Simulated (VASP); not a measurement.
Here is a VASP 6.6.1 calculation.

INCAR

```
PREC     = Accurate       # precision mode
ENCUT    = 520            # plane-wave cutoff, eV
EDIFF    = 1E-6           # SCF threshold, eV
ISMEAR   = 0              # smearing method
SIGMA    = 0.1            # smearing width, eV
LREAL    = F              # projectors in reciprocal space
LASPH    = T              # aspherical terms in the spheres
NELM     = 100            # most SCF steps
ALGO     = Fast           # electronic algorithm
ISIF     = 2              # what is computed and relaxed
LWAVE    = F              # write WAVECAR
LCHARG   = F              # write CHGCAR
GGA      = PS             # functional
NBANDS   = 19             # bands
```

Contents of KPOINTS:

```
regular mesh
0
Gamma
  18 18 10
```

Contents of POSCAR:

```
Ti
1.0
    2.9004352002      0.0000000000      0.0000000000
   -1.4502176001      2.5118505654      0.0000000000
    0.0000000000      0.0000000000      4.5909904470
Ti
2
Direct
    0.3333333333      0.6666666667      0.2500000000
    0.6666666667      0.3333333333      0.7500000000
```

Potentials or basis: VASP PAW PBE potentials, release 64 (Ti_sv).

Launch:

```console
$ cat potpaw_PBE.64/Ti_sv/POTCAR > POTCAR
$ mpirun -np 1 vasp_std > vasp.out
```

Task: What does it give for the pressure?

Result: -0.4 GPa.

Task: What does it give for the band gap on the k mesh?

Result: Zero (band 12 reaches 9.40 eV, above the bottom of band 13 at 8.29 eV).

Caveat: the PAW data sets were made with another functional, which shifts forces and pressure a little.
